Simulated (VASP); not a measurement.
A run of VASP 6.6.1 is set up as follows.

INCAR

```
SYSTEM = C
ALGO = Normal
EDIFF = 1E-6
ENCUT = 600
GGA = PE
GGA_COMPAT = .FALSE.
ISIF = 2
ISMEAR = 0
IVDW = 12
LASPH = .TRUE.
LCHARG = .FALSE.
LREAL = .FALSE.
LWAVE = .FALSE.
NBANDS = 11
NELM = 120
PREC = Accurate
SIGMA = 0.02
```

The input KPOINTS:

```
k-points
0
G
  14 14 8
  0 0 0
```

File POSCAR:

```
C
1.0
    2.1302364956     -1.2298762811     -0.0119364680
    2.1302364956      1.2298762811     -0.0119364680
   -1.4014616753      0.0000000000      3.1926917254
C
2
Direct
    0.8334118104      0.8334118104      0.0002428965
    0.1665881896      0.1665881896      0.9997571035
```

Potentials or basis: VASP PAW PBE potentials, release 64 (C).

Run with:

```bash
$ cat potpaw_PBE.64/C/POTCAR > POTCAR
$ mpirun -np 1 vasp_std > vasp.out
```

**Question.** Estimate the band gap on the k mesh.

**Answer.** 0.47 eV, direct.

**Question.** Predict the pressure.

**Answer.** 2.8 GPa.

Stress tensor (GPa, compression positive):
```
 2.93  0.00 -0.01
 0.00  2.93  0.00
-0.01  0.00  2.40
```

 A k mesh can miss the band edges.
